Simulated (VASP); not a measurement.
# Bi2Se3 (I4mm) in VASP: a series of runs, part 2 of 2

VASP 6.6.1. Earlier steps stand in the parts before.

## Step 3: Relaxation of cell and atoms, PBE

This run uses another cell than the first one, of 32.47 Å³/atom.

Contents of INCAR:

```
SYSTEM = Bi2Se3
PREC = Accurate
ENCUT = 600
EDIFF = 1E-6
ISMEAR = 0
SIGMA = 0.1
LREAL = .FALSE.
LASPH = .TRUE.
NELM = 60
ALGO = Normal
ISIF = 3
LWAVE = .FALSE.
LCHARG = .FALSE.
GGA = PE
IBRION = 2
NSW = 90
EDIFFG = -0.04
```

Contents of KPOINTS:

```
Automatic mesh
0
G
  6 6 6
  0 0 0
```

Contents of POSCAR:

```
Bi2Se3
1.0
   -2.6273161238      2.6273161238      5.8794807005
    2.6273161238     -2.6273161238      5.8794807005
    2.6273161238      2.6273161238     -5.8794807005
Bi Se
2 3
Direct
    0.4110472390      0.9110472390      0.5000000000
    0.9110472390      0.4110472390      0.5000000000
    0.6385791094      0.1385791094      0.5000000000
    0.1385791094      0.6385791094      0.5000000000
    0.1418569533      0.1418569533      0.0000000000
```

Potentials or basis: VASP PAW PBE potentials, release 64 (Bi_d, Se).

Started as:

```bash
cat potpaw_PBE.64/Bi_d/POTCAR potpaw_PBE.64/Se/POTCAR > POTCAR
mpirun -np 1 vasp_std > vasp.out
```

OUTCAR:

```text
SYSTEM = Bi2Se3
   PREC = Accurate
   ENCUT = 600
   EDIFF = 1E-6
   ISMEAR = 0
   LREAL = .FALSE.
   LASPH = .TRUE.
   NELM = 60
   ISIF = 3
   GGA = PE
   IBRION = 2
   NSW = 90
   EDIFFG = -0.04

 ion  position               nearest neighbor table
   1  0.411  0.911  0.500-   3 2.68   4 3.20   2 3.72   2 3.72   2 3.72   2 3.72
   2  0.911  0.411  0.500-   4 2.68   3 3.20   1 3.72   1 3.72   1 3.72   1 3.72
   3  0.639  0.139  0.500-   5 2.63   5 2.63   1 2.68   2 3.20
   4  0.139  0.639  0.500-   5 2.63   5 2.63   2 2.68   1 3.20
   5  0.142  0.142  0.000-   3 2.63   4 2.63   4 2.63   3 2.63

  LATTYP: Found a body centered tetragonal cell.
 ALAT       =     5.2546322476
 C/A-ratio  =     2.2378276627

  Lattice vectors:

 A1 = (  -2.6273161238,   2.6273161238,   5.8794807005)
 A2 = (   2.6273161238,  -2.6273161238,   5.8794807005)
 A3 = (   2.6273161238,   2.6273161238,  -5.8794807005)

[... 384 lines left out ...]
  free energy    TOTEN  =       -17.56067032 eV

  energy without entropy =      -17.54958443  energy(sigma->0) =      -17.55512738

 E-fermi :   3.6972     XC(G=0):  -8.8436

 val. band max:        3.6836557095   @ k =   0.5000  -0.0000   0.0000
 cond. band min:       3.7578774591   @ k =   0.5000   0.1667   0.0000
 fundamental gap:      0.0742217495
 Fermi energy:         3.6972186381

 k-point     1 :       0.0000    0.0000    0.0000
  band No.  band energies     occupation
      1     -19.1417      2.00000
      2     -19.0850      2.00000
      3     -19.0770      2.00000
      4     -19.0732      2.00000
      5     -19.0732      2.00000
      6     -19.0439      2.00000
[... 733 lines left out ...]
     27       5.9448      0.00000
     28       7.0955      0.00000

 [... further k-points ...]

------------------------ aborting loop because EDIFF is reached ----------------------------------------

  FORCE on cell =-STRESS in cart. coord.  units (eV):
  Direction    XX          YY          ZZ          XY          YZ          ZX
  --------------------------------------------------------------------------------------
  -------------------------------------------------------------------------------------
  Total        0.0324210      0.0324210     -0.0623371      0.0000000      0.0000000      0.0000000
  in kB        0.3199189      0.3199189     -0.6151191      0.0000000      0.0000000      0.0000000
  external PRESSURE =       0.0082396 kB  Pullay stress =       0.0000000 kB
[... 20 lines left out ...]
  FREE ENERGIE OF THE ION-ELECTRON SYSTEM (eV)
  ---------------------------------------------------
  free  energy   TOTEN  =       -17.5606703205 eV

  energy  without entropy=      -17.5495844314  energy(sigma->0) =      -17.55512738

 reached required accuracy - stopping structural energy minimisation
```

CONTCAR:

```text
Bi2Se3
   1.00000000000000
    -2.5410406235522536    2.5410406235522536    6.2865806956389862
     2.5410406235522536   -2.5410406235522536    6.2865806956389862
     2.5410406235522536    2.5410406235522536   -6.2865806956389862
  Bi              Se
     2     3
Direct
     0.4125491953586307    0.9125491953586302    0.5000000000000000
     0.9125491953586302    0.4125491953586307    0.5000000000000000
     0.6269070411952746    0.1269070411952744    0.5000000000000000
     0.1269070411952744    0.6269070411952746    0.5000000000000000
     0.1621971769921829    0.1621971769921829    0.0000000000000000

  0.00000000E+00  0.00000000E+00  0.00000000E+00
  0.00000000E+00  0.00000000E+00  0.00000000E+00
  0.00000000E+00  0.00000000E+00  0.00000000E+00
  0.00000000E+00  0.00000000E+00  0.00000000E+00
  0.00000000E+00  0.00000000E+00  0.00000000E+00
```

Run time: 56 min. Hardware: 1 thread of Intel Xeon Platinum 8375C at 2.90GHz (Ice Lake), shared host; peak memory 0.55 GiB.

Results:

| Quantity | Value |
| --- | --- |
| Free energy | -17.5607 eV |
| Relaxed volume | 32.47 Å³/atom |
| Relaxed cell | a = 7.241 Å, b = 7.241 Å, c = 7.241 Å, α = 138.91°, β = 138.91°, γ = 59.51° |
| Space group after relaxing (to 0.1 Å) | I4mm (No. 107) |
| Energy gained by relaxing | 15.9 meV/atom |
| Ionic steps | 29 |
| Pressure after relaxing | 0.0 GPa |
| Largest force after relaxing | 0.020 eV/Å |
| Band gap on the k mesh | 0.07 eV (least direct gap 0.09 eV) |

Forces in eV/Å, atoms in the order of the input:
```
Bi   0.000  0.000  0.009
Bi   0.000  0.000  0.009
Se   0.000  0.000 -0.019
Se   0.000  0.000 -0.019
Se   0.000  0.000  0.020
```

The path:
```tsv
step	energy change (eV)	largest force (eV/Å)	pressure (GPa)	volume (Å³)
1	0.0000	0.1644	-0.37	162.34
2	-0.0109	0.1919	-0.08	160.59
3	-0.0125	0.2087	0.08	159.72
4	-0.0159	0.1992	0.08	159.80
5	-0.0254	0.1705	0.04	160.04
6	-0.0431	0.1515	-0.12	160.51
7	-0.0527	0.1911	-0.40	161.43
8	-0.0575	0.0544	-0.28	161.03
9	-0.0597	0.0516	-0.28	160.90
10	-0.0650	0.0658	-0.26	160.53
11	-0.0686	0.1477	-0.22	159.75
12	-0.0686	0.1374	-0.22	159.85
13	-0.0704	0.1125	-0.14	159.53
14	-0.0727	0.0502	0.09	158.76
15	-0.0728	0.0429	0.17	158.51
16	-0.0734	0.0570	0.10	158.83
17	-0.0741	0.0966	-0.10	159.73
18	-0.0745	0.0926	-0.10	159.85
19	-0.0756	0.0815	-0.09	160.18
20	-0.0770	0.0566	-0.07	160.86
21	-0.0771	0.0630	-0.02	162.21
22	-0.0776	0.0466	-0.06	161.59
23	-0.0779	0.0522	0.00	161.47
24	-0.0783	0.0658	0.14	161.18
25	-0.0786	0.0615	0.13	161.35
26	-0.0792	0.0479	0.04	161.85
27	-0.0788	0.0702	-0.12	162.84
28	-0.0793	0.0502	-0.01	162.13
29	-0.0797	0.0195	0.00	162.37
```

Final structure:
```
CELL_PARAMETERS angstrom
-2.54104 2.54104 6.28658
2.54104 -2.54104 6.28658
2.54104 2.54104 -6.28658
ATOMIC_POSITIONS crystal
Bi 0.41255 0.91255 0.50000
Bi 0.91255 0.41255 0.50000
Se 0.62691 0.12691 0.50000
Se 0.12691 0.62691 0.50000
Se 0.16220 0.16220 0.00000
```

Levels at points of the mesh, in eV from the valence-band top:
```tsv
k point	band 21	band 22	band 23	band 24	band 25	band 26	band 27	band 28
(0.00, 0.00, 0.00)	-1.53	-0.85	-0.85	-0.81	2.22	2.97	2.97	3.17
(0.50, 0.00, 0.00)	-1.93	-0.65	-0.11	0.00	0.09	0.25	0.58	2.40
(0.50, 0.50, 0.00)	-1.73	-1.39	-0.57	-0.45	0.20	0.59	1.12	3.83
(0.50, 0.50, 0.50)	-1.75	-1.73	-0.59	-0.59	1.03	2.50	2.50	3.82
```

Caveat: spin-orbit coupling is left out, which moves the levels of the heavy elements. A k mesh can miss the band edges.

The gap in the log of VASP goes by the Fermi energy; the results here count the filled bands.